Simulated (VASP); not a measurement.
# Sr (P6_3/mmc) in VASP: settings compared

Aim: see how the results for Sr move with the level of theory and the settings. Levels: PBE, PBE+D4, PBE+D3(BJ), PBEsol. Tasks: single point.

Everything below comes from runs of VASP 6.6.1. Logs are shortened: lines on timing, memory, paths and dates and some standing lists are left out, and cuts for length are marked.

## 1. The cell of the first run

Symmetry: P6_3/mmc, No. 194, hexagonal system. The conventional cell has a = 4.310 Å, b = 4.310 Å, c = 7.050 Å, α = 90.00°, β = 90.00°, γ = 120.00°. Within 5.7 Å of Sr (site symmetry -6m2) lie 12 Sr at 4.31 Å.

This isn't the form of Sr at room conditions, which is fcc.

## 2. Single point, PBE

File INCAR:

```
SYSTEM = Sr
PREC     = Accurate       ! precision mode
ENCUT    = 520            ! plane-wave cutoff, eV
EDIFF    = 1E-6           ! SCF threshold, eV
ISMEAR   = 0              ! smearing method
SIGMA    = 0.1            ! smearing width, eV
LREAL    = .FALSE.        ! projectors in reciprocal space
LASPH    = .TRUE.         ! aspherical terms in the spheres
NELM     = 60             ! most SCF steps
ALGO     = Fast           ! electronic algorithm
ISIF     = 2              ! what is computed and relaxed
LWAVE    = .FALSE.        ! write WAVECAR
LCHARG   = .TRUE.         ! write CHGCAR
GGA      = PE             ! functional
LELF     = .TRUE.         ! ELF
LVHAR    = .TRUE.       
NELECT   = 19.0         
NBANDS   = 17             ! bands
```

File KPOINTS:

```
Automatic mesh
0
G
  6 6 2
  0 0 0
```

File POSCAR:

```
Sr
1.0
    4.3100002207      0.0000000000      0.0000000000
   -2.1550001104      3.7325696814      0.0000000000
    0.0000000000      0.0000000000      7.0500000000
Sr
2
Direct
    0.3333333333      0.6666666667      0.2500000000
    0.6666666667      0.3333333333      0.7500000000
```

Potentials or basis: VASP PAW PBE potentials, release 64 (Sr_sv).

Run with:

```console
$ cat potpaw_PBE.64/Sr_sv/POTCAR > POTCAR
$ mpirun -np 1 vasp_std > vasp.out
```

OUTCAR:

```text
SYSTEM = Sr
   PREC = Accurate
   ENCUT = 520
   EDIFF = 1E-6
   ISMEAR = 0
   LREAL = .FALSE.
   LASPH = .TRUE.
   NELM = 60
   ISIF = 2
   GGA = PE
   NELECT = 19.0

 ion  position               nearest neighbor table
   1  0.333  0.667  0.250-   2 4.31   2 4.31   2 4.31   2 4.31   2 4.31   2 4.31
   2  0.667  0.333  0.750-   1 4.31   1 4.31   1 4.31   1 4.31   1 4.31   1 4.31

  LATTYP: Found a hexagonal cell.
 ALAT       =     4.3100002207
 C/A-ratio  =     1.6357307747

  Lattice vectors:

 A1 = (   4.3100002207,   0.0000000000,   0.0000000000)
 A2 = (  -2.1550001104,   3.7325696814,   0.0000000000)
 A3 = (   0.0000000000,   0.0000000000,   7.0500000000)

Analysis of symmetry for initial positions (statically):
=====================================================================
 Subroutine PRICEL returns:
 Original cell was already a primitive cell.

 Routine SETGRP: Setting up the symmetry group for a
 hexagonal supercell.

 Subroutine GETGRP returns: Found 24 space group operations
 (whereof 12 operations were pure point group operations)
 out of a pool of 24 trial point group operations.

The static configuration has the point symmetry D_3d.
 The point group associated with its full space group is D_6h.

Analysis of symmetry for dynamics (positions and initial velocities):
=====================================================================
 Subroutine PRICEL returns:
 Original cell was already a primitive cell.

 Routine SETGRP: Setting up the symmetry group for a
 hexagonal supercell.

 Subroutine GETGRP returns: Found 24 space group operations
 (whereof 12 operations were pure point group operations)
 out of a pool of 24 trial point group operations.

The dynamic configuration has the point symmetry D_3d.
 The point group associated with its full space group is D_6h.

 Subroutine INISYM returns: Found 24 space group operations
 (whereof 12 operations are pure point group operations),
 and found     1 'primitive' translations

----------------------------------------------------------------------------------------

                                     Primitive cell

  volume of cell :     113.4160

  direct lattice vectors                    reciprocal lattice vectors
     4.310000221  0.000000000  0.000000000     0.232018550  0.133955972  0.000000000
    -2.155000110  3.732569681  0.000000000     0.000000000  0.267911944  0.000000000
     0.000000000  0.000000000  7.050000000     0.000000000  0.000000000  0.141843972

  length of vectors
     4.310000221  4.310000221  7.050000000     0.267911944  0.267911944  0.141843972

  position of ions in fractional coordinates (direct lattice)
     0.333333333  0.666666667  0.250000000
     0.666666667  0.333333333  0.750000000

  ion indices of the primitive-cell ions
   primitive index   ion index
                 1           1
                 2           2

----------------------------------------------------------------------------------------

 KPOINTS: Automatic mesh

Automatic generation of k-mesh.
 Grid dimensions read from file:
 generate k-points for:    6    6    2

 Generating k-lattice:

  Cartesian coordinates                     Fractional coordinates (reciprocal lattice)
     0.038669758  0.022325995  0.000000000     0.166666667  0.000000000  0.000000000
     0.000000000  0.044651991  0.000000000     0.000000000  0.166666667  0.000000000
     0.000000000  0.000000000  0.070921986     0.000000000  0.000000000  0.500000000

  Length of vectors
     0.044651991  0.044651991  0.070921986

  Shift w.r.t. Gamma in fractional coordinates (k-lattice)
     0.000000000  0.000000000  0.000000000

 Subroutine IBZKPT returns following result:
 ===========================================

 Found     14 irreducible k-points:

 Following reciprocal coordinates:
            Coordinates               Weight
  0.000000  0.000000  0.000000      1.000000
  0.166667 -0.000000  0.000000      6.000000
  0.333333 -0.000000  0.000000      6.000000
  0.500000  0.000000  0.000000      3.000000
  0.166667  0.166667  0.000000      6.000000
  0.333333  0.166667  0.000000     12.000000
  0.333333  0.333333  0.000000      2.000000
  0.000000  0.000000  0.500000      1.000000
  0.166667 -0.000000  0.500000      6.000000
  0.333333 -0.000000  0.500000      6.000000
  0.500000  0.000000  0.500000      3.000000
  0.166667  0.166667  0.500000      6.000000
  0.333333  0.166667  0.500000     12.000000
  0.333333  0.333333  0.500000      2.000000
   k-points           NKPTS =     14   k-points in BZ     NKDIM =     14   number of bands    NBANDS=     17
   number of dos      NEDOS =    301   number of ions     NIONS =      2
   total plane-waves  NPLWV =  55296
   dimension x,y,z NGX =    32 NGY =   32 NGZ =   54
   dimension x,y,z NGXF=    64 NGYF=   64 NGZF=  108
   ions per type =               2
   NGX,Y,Z   is equivalent  to a cutoff of  12.34, 12.34, 12.73 a.u.
   NGXF,Y,Z  is equivalent  to a cutoff of  24.69, 24.69, 25.47 a.u.
 SYSTEM =  Sr
   PREC   = accura    normal or accurate (medium, high low for compatibility)
   ISTART =      0    job   : 0-new  1-cont  2-samecut
   ICHARG =      2    charge: 1-file 2-atom 10-const
   ISPIN  =      1    spin polarized calculation?
   LNONCOLLINEAR =      F non collinear calculations
   LSORBIT =      F    spin-orbit coupling
   LASPH  =      T    aspherical Exc in radial PAW
   ENCUT  =  520.0 eV  38.22 Ry    6.18 a.u.   8.01  8.01 13.11*2*pi/ulx,y,z
   NELM   =     60;   NELMIN=  2; NELMDL= -5     # of ELM steps
   EDIFF  = 0.1E-05   stopping-criterion for ELM
   LREAL  =      F    real-space projection
   EDIFFG = 0.1E-04   stopping-criterion for IOM
   NSW    =      0    number of steps for IOM
   IBRION =     -1    ionic relax: 0-MD 1-quasi-New 2-CG
   NFREE  =      0    steps in history (QN), initial steepest desc. (CG)
   ISIF   =      2    stress and relaxation
   ISYM   =      2    0-nonsym 1-usesym 2-fastsym
   POTIM  = 0.5000    time-step for ionic-motion
   TEBEG  =    0.0;   TEEND  =   0.0 temperature during run
   PSTRESS=    0.0 pullay stress
   NELECT =      19.0000    total number of electrons
   NUPDOWN=      -1.0000    fix difference up-down
   EMIN   =  10.00;   EMAX   =-10.00  energy-range for DOS
   EFERMI =   0.00;   METHOD = LEGACY
   ISMEAR =     0;   SIGMA  =   0.10  broadening in eV -4-tet -1-fermi 0-gaus
   EFERMI_NEDOS =   21; number of points for ismear=-14 and -15
   IALGO  =     68    algorithm
   IMIX   =      4    mixing-type and parameters
     AMIX     =   0.40;   BMIX     =  1.00
     AMIX_MAG =   1.60;   BMIX_MAG =  1.00
  volume/ion in A,a.u.               =      56.71       382.68
  Fermi-wavevector in a.u.,A,eV,Ry     =   0.902474  1.705428 11.081386  0.814459
  Thomas-Fermi vector in A             =   2.025682
   LORBIT       =      0    0 simple, 1 ext, 2 COOP (PROOUT), +10 PAW based schemes
   GGA     = PE    functional components
   LHFCALC =     F    Hartree Fock is set to
   AEXX    =    0.0000 exact exchange contribution
   IVDW    =     0    specifies the selected vdW correction
   LEPSILON=     F    determine dielectric tensor
   LRPA    =     F    only Hartree local field effects (RPA)
 non-spin polarized calculation
 RMM-DIIS sequential band-by-band and
 Gauss-broadening in eV      SIGMA  =   0.10
  energy-cutoff  :      520.00
  volume of cell :      113.42
 maximum number of plane-waves:      3090
   NGX = 17   NGY = 17   NGZ = 27

 number of electron      19.0000000 magnetization

 Free energy of the ion-electron system (eV)
  ---------------------------------------------------
  ext. energy  EPLUGINS =         0.00000000
  ---------------------------------------------------
  free energy    TOTEN  =        -4.73581773 eV

  energy without entropy =       -4.72976437  energy(sigma->0) =       -4.73279105

 E-fermi :   1.2464     XC(G=0):  -6.8737

 val. band max:        1.1443202052   @ k =   0.1667  -0.0000   0.0000
 cond. band min:       1.3472876377   @ k =   0.5000   0.0000   0.0000
 fundamental gap:      0.2029674325
 Fermi energy:         1.2463995374

 k-point     1 :       0.0000    0.0000    0.0000
  band No.  band energies     occupation
      1     -35.0694      2.00000
      2     -35.0578      2.00000
      3     -17.1239      2.00000
      4     -16.9823      2.00000
      5     -16.9823      2.00000
      6     -16.9590      2.00000
[... 9 lines left out ...]
     16       4.4247      0.00000
     17       4.9124      0.00000

 k-point     2 :       0.1667   -0.0000    0.0000
  band No.  band energies     occupation
      1     -35.0668      2.00000
      2     -35.0566      2.00000
      3     -17.1096      2.00000
      4     -17.0146      2.00000
      5     -16.9924      2.00000
      6     -16.9922      2.00000
[... 9 lines left out ...]
     16       4.4959      0.00000
     17       4.7507      0.00000

 k-point     3 :       0.3333   -0.0000    0.0000
  band No.  band energies     occupation
      1     -35.0611      2.00000
      2     -35.0544      2.00000
      3     -17.0796      2.00000
      4     -17.0752      2.00000
      5     -17.0559      2.00000
      6     -17.0116      2.00000
[... 9 lines left out ...]
     16       5.1985      0.00000
     17       5.3733      0.00000

 k-point     4 :       0.5000    0.0000    0.0000
  band No.  band energies     occupation
      1     -35.0577      2.00000
      2     -35.0539      2.00000
      3     -17.1123      2.00000
      4     -17.0867      2.00000
      5     -17.0500      2.00000
      6     -17.0209      2.00000
[... 9 lines left out ...]
     16       6.0043      0.00000
     17       6.5787      0.00000
[... 143 lines left out ...]
      1     -35.0587      2.00000
      2     -35.0587      2.00000
      3     -17.0739      2.00000
      4     -17.0739      2.00000
      5     -17.0078      2.00000
      6     -17.0078      2.00000
[... 9 lines left out ...]
     16       4.4835      0.00000
     17       5.5848      0.00000

 k-point    13 :       0.3333    0.1667    0.5000
  band No.  band energies     occupation
      1     -35.0558      2.00000
      2     -35.0558      2.00000
      3     -17.1049      2.00000
      4     -17.1049      2.00000
      5     -17.0276      2.00000
      6     -17.0276      2.00000
[... 9 lines left out ...]
     16       4.4955      0.00000
     17       5.9593      0.00000

 k-point    14 :       0.3333    0.3333    0.5000
  band No.  band energies     occupation
      1     -35.0548      2.00000
      2     -35.0548      2.00000
      3     -17.0927      2.00000
      4     -17.0927      2.00000
      5     -17.0603      2.00000
      6     -17.0603      2.00000
[... 9 lines left out ...]
     16       4.5770      0.00000
     17       5.8132      0.00000

------------------------ aborting loop because EDIFF is reached ----------------------------------------

  FORCE on cell =-STRESS in cart. coord.  units (eV):
  Direction    XX          YY          ZZ          XY          YZ          ZX
  --------------------------------------------------------------------------------------
  -------------------------------------------------------------------------------------
  Total       -3.5344938     -3.5344938     -3.8463739      0.0000000      0.0000000      0.0000000
  in kB      -49.9302194    -49.9302194    -54.3360108      0.0000000      0.0000000      0.0000000
  external PRESSURE =     -51.3988166 kB  Pullay stress =       0.0000000 kB

 VOLUME and BASIS-vectors are now :
 -----------------------------------------------------------------------------
  energy-cutoff  :      520.00
  volume of cell :      113.42
      direct lattice vectors                 reciprocal lattice vectors
     4.310000221  0.000000000  0.000000000     0.232018550  0.133955972  0.000000000
    -2.155000110  3.732569681  0.000000000     0.000000000  0.267911944  0.000000000
     0.000000000  0.000000000  7.050000000     0.000000000  0.000000000  0.141843972

 POSITION                                       TOTAL-FORCE (eV/Angst)
 -----------------------------------------------------------------------------------
     -0.00000      2.48838      1.76250        -0.000000      0.000000      0.000000
      2.15500      1.24419      5.28750         0.000000     -0.000000      0.000000
 -----------------------------------------------------------------------------------
    total drift:                               -0.000000      0.000000     -0.000000

  FREE ENERGIE OF THE ION-ELECTRON SYSTEM (eV)
  ---------------------------------------------------
  free  energy   TOTEN  =        -4.7358177251 eV

  energy  without entropy=       -4.7297643714  energy(sigma->0) =       -4.73279105
```

Run time: 34 s. Hardware: 1 thread of Intel Xeon 8259CL, shared host; peak memory 0.22 GiB.

What came out:

```
Free energy : -4.7358 eV
```

Caveat: the k points lie up to 0.45 Å⁻¹ apart, too coarse for converged energies and pressures of a metal; the cell carries a net charge on a neutralising background, which shifts energy and pressure; the cell is charged against a uniform background, so pressure and absolute levels hang on convention.

## 3. Single point, PBE+D4

File INCAR:

```
ALGO = Fast ; EDIFF = 1E-6
ENCUT = 520 ; GGA = PE
ISIF = 2 ; ISMEAR = 0
IVDW = 13 ; LASPH = True
LCHARG = False ; LREAL = False
LWAVE = False ; NBANDS = 17
NELM = 100 ; PREC = Accurate
SIGMA = 0.1
```

File KPOINTS:

```
k-points
0
Gamma
  6 6 2
```

POSCAR is that of step 2.

Potentials or basis: VASP PAW PBE potentials, release 64 (Sr_sv).

Run with:

```console
$ cat potpaw_PBE.64/Sr_sv/POTCAR > POTCAR
$ mpirun -np 1 vasp_std > vasp.out
```

Run time: 35 s. Hardware: 1 thread of Intel Xeon 8259CL, shared host; peak memory 0.22 GiB.

The run converged. Its results:

```
Free energy                : -3.4693 eV
Pressure                   : -0.5 GPa
Band gap on the k mesh     : zero (bands 10 and 11 overlap by 0.24 eV)
Dispersion energy per atom : -0.137 eV
```

Stress tensor (GPa, compression positive):
```
-0.61  0.00  0.00
 0.00 -0.61  0.00
 0.00  0.00 -0.43
```

Levels at points of the mesh, in eV from the Fermi level:
```csv
k point,band 8,band 9,band 10,band 11,band 12,band 13
"(0.00, 0.00, 0.00)",-18.58,-3.62,-1.13,0.00,2.25,2.26
"(0.50, 0.00, 0.00)",-18.60,-1.12,-0.57,0.08,0.24,1.26
"(0.00, 0.00, 0.50)",-18.59,-2.71,-2.71,1.24,1.24,2.26
"(0.50, 0.00, 0.50)",-18.62,-0.80,-0.80,0.20,0.20,1.30
```

Caveat: the k points lie up to 0.45 Å⁻¹ apart.

## 4. Single point, PBE+D3(BJ)

File INCAR:

```
SYSTEM = Sr
  PREC = Accurate
  ENCUT = 520
  EDIFF = 1E-6
  ISMEAR = -1
  SIGMA = 0.2585199978643553
  LREAL = .False.
  LASPH = .True.
  NELM = 80
  ALGO = Normal
  ISIF = 2
  LWAVE = .False.
  LCHARG = .False.
  GGA = PE
  IVDW = 12
  NBANDS = 17
```

File KPOINTS:

```
regular mesh
0
Gamma
  6 6 2
  0 0 0
```

POSCAR is that of step 3.

Run with:

```console
$ cat potpaw_PBE.64/Sr_sv/POTCAR > POTCAR
$ mpirun -np 1 vasp_std > vasp.out
```

Wall time 27 s (1 thread of Intel Xeon 8259CL, shared host); peak memory 0.23 GiB.

It converged, with:

```
Free energy                : -3.9418 eV
Pressure                   : -0.8 GPa
Band gap on the k mesh     : zero (bands 10 and 11 overlap by 0.24 eV)
Dispersion energy per atom : -0.190 eV
```

Stress tensor (GPa, compression positive):
```
-0.69  0.00  0.00
 0.00 -0.69  0.00
 0.00  0.00 -0.94
```

Levels at points of the mesh, in eV from the Fermi level:
```tsv
k point	band 7	band 8	band 9	band 10	band 11	band 12	band 13	band 14
(0.00, 0.00, 0.00)	-18.43	-18.42	-3.49	-1.00	0.13	2.39	2.40	2.40
(0.50, 0.00, 0.00)	-18.47	-18.45	-0.99	-0.44	0.21	0.38	1.40	1.95
(0.00, 0.00, 0.50)	-18.44	-18.44	-2.58	-2.58	1.38	1.38	2.39	2.39
(0.50, 0.00, 0.50)	-18.47	-18.47	-0.67	-0.67	0.33	0.33	1.44	1.44
```

Caveat: the k points lie up to 0.45 Å⁻¹ apart.

(Part 1 of 2 ends here.)
